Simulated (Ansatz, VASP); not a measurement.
## Ga4Sb3 in VASP and in Ansatz

INCAR

```
SYSTEM = Ga4Sb3
PREC = Accurate
ENCUT = 520
EDIFF = 1E-7
ISMEAR = 0
SIGMA = 0.1
LREAL = .FALSE.
LASPH = .TRUE.
NELM = 60
ALGO = Normal
ISIF = 2
LWAVE = .FALSE.
LCHARG = .TRUE.
LDIPOL = .TRUE.
IDIPOL = 3
DIPOL = 0.5 0.5 0.500
GGA = PS
LELF = .TRUE.
LVHAR = .TRUE.
LVACPOTAV = .TRUE.
NBANDS = 42
```

File KPOINTS:

```
Automatic mesh
0
G
  8 8 3
  0 0 0
```

Contents of POSCAR:

```
Ga4Sb3
1.0
    4.3212908981      0.0000000000      0.0000000000
    0.0000000000      4.3212908981      0.0000000000
    0.0000000000      0.0000000000     24.1668422925
Ga Sb
4 3
Direct
    0.5000000000      0.5000000000      0.3103425722
    0.0000000000      0.0000000000      0.4367808574
    0.5000000000      0.5000000000      0.5632191426
    0.0000000000      0.0000000000      0.6896574278
    0.5000000000      0.0000000000      0.3735617148
    0.0000000000      0.5000000000      0.5000000000
    0.5000000000      0.0000000000      0.6264382852
```

Input for Ansatz:

```yaml
crystal:
  lattice:
    - [4.3212908981, 0.0, 0.0]
    - [0.0, 4.3212908981, 0.0]
    - [0.0, 0.0, 24.1668422925]
  atoms:
    - { symbol: Ga, position: [0.5, 0.5, 0.3103425722] }
    - { symbol: Sb, position: [0.5, 0.0, 0.3735617148] }
    - { symbol: Ga, position: [0.0, 0.0, 0.4367808574] }
    - { symbol: Sb, position: [0.0, 0.5, 0.5] }
    - { symbol: Ga, position: [0.5, 0.5, 0.5632191426] }
    - { symbol: Sb, position: [0.5, 0.0, 0.6264382852] }
    - { symbol: Ga, position: [0.0, 0.0, 0.6896574278] }
basis:
  ecutwfc: 420
kpoints:
  mp_grid: { grid: [8, 8, 3] }
hamiltonian:
  xc: pbesol
scf:
  occupations: { method: gaussian, width: 0.1 }
output:
  forces: true
  stress: true
  eigenvalues: true
efield:
  axis: 3
  dipole_correction: true
  ramp_width: 0.04
```

Alike in both runs: task single point; functional PBEsol; k mesh 8 × 8 × 3; occupations gaussian, width 0.1 eV; no spin polarisation.

|  | VASP | Ansatz |
| --- | --- | --- |
| version | VASP 6.6.1 | Ansatz 0.2.0 |
| potentials or method | VASP PAW PBE potentials, release 64 (Ga_d, Sb), cutoff 520 eV | scalar-relativistic, plane waves, PAW |
| valence electrons in the cell | 67 | 97 |

```tsv
	VASP	Ansatz	Ansatz less VASP
gap on the k mesh at the Fermi level (eV)	none	none	-
rms of the force components (eV/Å)	0.278	0.274	-0.0040
work function, face that differs most (eV)	4.46	4.47	+0.004
```

VASP's potentials were made for PBE, not for PBEsol. A gap of «none» marks a metal or a gap that the smearing closes. VASP's potentials hold 67 valence electrons a cell and Ansatz's 97, so a difference there can come from the potentials and not from the codes.

Neither program's run includes spin-orbit coupling.
